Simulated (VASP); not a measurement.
**AlCo: single point with PBEsol**

Crystal: AlCo.

```
Al Co
1.0
     2.78025    0.00000    0.00000
     0.00000    2.78025    0.00000
     0.00000    0.00000    2.82259
Al Co
1 1
Direct
  0.00000 0.00000 0.00000
  0.50000 0.50000 0.50000
```

This cell differs from its parent crystal: strain -0.0150 x Voigt [1, 1, 0, 0, 0, 0].

```json
{
 "Program": "VASP 6.6.1",
 "Task": "single point",
 "Functional": "PBEsol",
 "Potentials or basis": "VASP PAW PBE potentials, release 64 (Al, Co)",
 "Cutoff": "520 eV",
 "k mesh": "22 × 22 × 22",
 "Occupations": "gaussian, width 0.15 eV",
 "Spin": "no spin polarisation",
 "Dipole correction": "no",
 "Further INCAR settings": "ALGO = Fast; EDIFF = 1e-06; NBANDS = 13"
}
```

| Item | Value |
| --- | --- |
| Pressure | 5.9 GPa |
| Band gap on the k mesh | zero (band 6 reaches 13.59 eV, above the bottom of band 7 at 10.97 eV) |

Stress tensor (GPa, compression positive):
```
6.75 0.00 0.00
0.00 6.75 0.00
0.00 0.00 4.05
```

Levels at points of the mesh, in eV from the Fermi level:
```csv
k point,band 4,band 5,band 6,band 7,band 8,band 9
"(0.00, 0.00, 0.00)",-0.89,-0.89,-0.83,5.91,6.48,6.48
"(0.50, 0.00, 0.00)",-1.89,-1.78,-0.76,0.27,8.50,10.61
"(0.50, 0.50, 0.00)",-2.70,-1.66,-1.66,-0.22,2.70,3.98
"(0.00, 0.00, 0.50)",-1.78,-1.78,-0.71,0.12,8.51,11.09
"(0.50, 0.00, 0.50)",-2.76,-1.58,-1.57,-0.27,2.56,3.83
"(0.50, 0.50, 0.50)",-0.24,-0.18,2.35,2.41,2.41,4.73
```

Run time: 2.5 min on 1 thread of AMD EPYC 9R45 96-Core Processor (Zen 5), on a shared host, peak memory 0.35 GiB.

Caveat: the cell differs from its parent crystal (strain -0.0150 x Voigt [1, 1, 0, 0, 0, 0]); the PAW data sets were made with another functional, which shifts forces and pressure a little. Spin polarisation is off, so any magnetic state and its effect on volume and gap are missing.
